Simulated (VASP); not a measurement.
Here is a VASP 6.6.1 calculation.

The input INCAR:

```
SYSTEM = GaP
  PREC = Accurate
  ENCUT = 600
  EDIFF = 1E-6
  ISMEAR = 0
  SIGMA = 0.1
  LREAL = .False.
  LASPH = .True.
  NELM = 100
  ALGO = Normal
  ISIF = 3
  LWAVE = .False.
  LCHARG = .False.
  GGA = PE
  IBRION = 2
  NSW = 90
  EDIFFG = -0.04
```

Contents of KPOINTS:

```
regular mesh
0
Gamma
  6 6 4
  0 0 0
```

File POSCAR:

```
GaP
1.0
    3.4888545400      0.0000000000      0.0000000000
   -1.7444272700      3.0214366600      0.0000000000
    0.0000000000      0.0000000000      7.4032798500
Ga P
2 2
Direct
    0.3333333300      0.6666666700      0.5000000000
    0.6666666700      0.3333333300      0.5000000000
    0.0000000000      0.0000000000      0.3076904100
    0.0000000000      0.0000000000      0.6923095900
```

Potentials or basis: VASP PAW PBE potentials, release 64 (Ga_d, P).

Command:

```bash
$ cat potpaw_PBE.64/Ga_d/POTCAR potpaw_PBE.64/P/POTCAR > POTCAR
$ mpirun -np 1 vasp_std > vasp.out
```

(1) What does it give for the relaxed volume?

(2) Predict the relaxed cell.

Answers

(1) 26.98 Å³/atom.

(2) a = 4.453 Å, b = 4.453 Å, c = 6.284 Å, α = 90.00°, β = 90.00°, γ = 120.00°.

Caveat: the volume moved by over 15 % at a fixed basis, so the end points are rough; this functional lacks dispersion, which binds layers or chains, so the pressure and a relaxed spacing across them are unreliable.
